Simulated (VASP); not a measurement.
The system is MnS.

```xyz
4
Lattice="0.0000 2.8237 -2.8237 0.0000 2.8237 2.8237 5.6474 0.0000 0.0000" Properties=species:S:1:pos:R:3 pbc="T T T"
Mn    0.0000    0.0000    0.0000
Mn    2.8237    2.8237    0.0000
S     1.4118    1.4118    1.4118
S     4.2355    4.2355    1.4118
```

```yaml
Program: VASP 6.6.1
Task: relaxation of cell and atoms
Functional: r2SCAN
Potentials_or_basis: VASP PAW PBE potentials, release 64 (Mn_pv, S)
Cutoff: 550 eV
k_mesh: 6 × 6 × 4
Occupations: gaussian, width 0.05 eV
Spin: collinear spin, antiferromagnetic start
Starting_moments: "[4.63, -4.63, 0.0, 0.0] μB"
```

At the start: pressure -2.9 GPa; volume 22.51 Å³/atom.

Problem. Where does the relaxation end?

Solution. Over 8 steps the energy falls by 12.7 meV/atom and the volume is 21.29 Å³/atom (-5.4 %); space group F-43m (No. 216, to 0.1 Å) before, I-4m2 (No. 119, to 0.1 Å); moment 0.00 μB per cell.

The path:
| step | energy change (eV) | largest force (eV/Å) | pressure (GPa) | volume (Å³) |
| --- | --- | --- | --- | --- |
| 1 | 0.0000 | 0.0000 | -2.94 | 90.06 |
| 2 | -0.0492 | 0.0000 | 0.26 | 84.78 |
| 3 | -0.0493 | 0.0000 | 0.04 | 85.10 |
| 4 | -0.0493 | 0.0000 | -0.03 | 85.20 |
| 5 | -0.0496 | 0.0000 | -0.03 | 85.19 |
| 6 | -0.0505 | 0.0000 | -0.03 | 85.18 |
| 7 | -0.0506 | 0.0000 | 0.00 | 85.14 |
| 8 | -0.0509 | 0.0000 | -0.01 | 85.16 |

Final structure:
```xyz
4
Lattice="0.0000 2.7924 -2.7924 0.0000 2.7924 2.7924 5.4607 0.0000 0.0000" Properties=species:S:1:pos:R:3 pbc="T T T"
Mn    0.0000    0.0000    0.0000
Mn    2.7303    2.7924    0.0000
S     1.3652    1.3962    1.3962
S     4.0955    1.3962   -1.3962
```

Caveat: the PAW data sets were made with another functional, which shifts forces and pressure a little.
